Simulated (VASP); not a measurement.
Input of a VASP 6.6.1 run:

The input INCAR:

```
ALGO = Normal
DIPOL = 0.5 0.5 0.500
EDIFF = 1E-6
ENCUT = 520
GGA = PE
IDIPOL = 3
ISIF = 2
ISMEAR = 0
IVDW = 12
LASPH = T
LCHARG = T
LDIPOL = T
LELF = T
LREAL = F
LVACPOTAV = T
LVHAR = T
LWAVE = F
NBANDS = 24
NELM = 100
PREC = Accurate
SIGMA = 0.1
```

Contents of KPOINTS:

```
k-points
0
Gamma
  12 12 1
```

Contents of POSCAR:

```
Al
1.0
    2.8144222609      0.0000000000      0.0000000000
   -1.4072111305      2.4373611749      0.0000000000
    0.0000000000      0.0000000000     32.4820941646
Al
9
Direct
    0.3333333333      0.6666666667      0.2155033467
    0.0000000000      0.0000000000      0.2866275100
    0.6666666667      0.3333333333      0.3577516733
    0.0000000000      0.0000000000      0.4288758367
    0.3333333333      0.6666666667      0.4994451751
    0.0000000000      0.0000000000      0.5699905901
    0.6666666667      0.3333333333      0.6415293488
    0.0000000000      0.0000000000      0.7126454205
    0.3333333333      0.6666666667      0.7852743754
```

Potentials or basis: VASP PAW PBE potentials, release 64 (Al).

Command:

```bash
$ cat potpaw_PBE.64/Al/POTCAR > POTCAR
$ mpirun -np 1 vasp_std > vasp.out
```

Question: Predict the dispersion energy per atom.

Answer: -0.312 eV.

Question: What does it give for the largest force?

Answer: 0.122 eV/Å.

Question: Predict the band gap on the k mesh.

Answer: Zero (an odd number of electrons rules out a gap without spin polarisation).

Forces on the atoms (eV/Å):
```
Al   0.000  0.000 -0.122
Al   0.000  0.000  0.114
Al   0.000  0.000 -0.028
Al   0.000  0.000  0.034
Al   0.000  0.000 -0.002
Al   0.000  0.000  0.004
Al   0.000  0.000 -0.006
Al   0.000  0.000  0.024
Al   0.000  0.000 -0.017
```
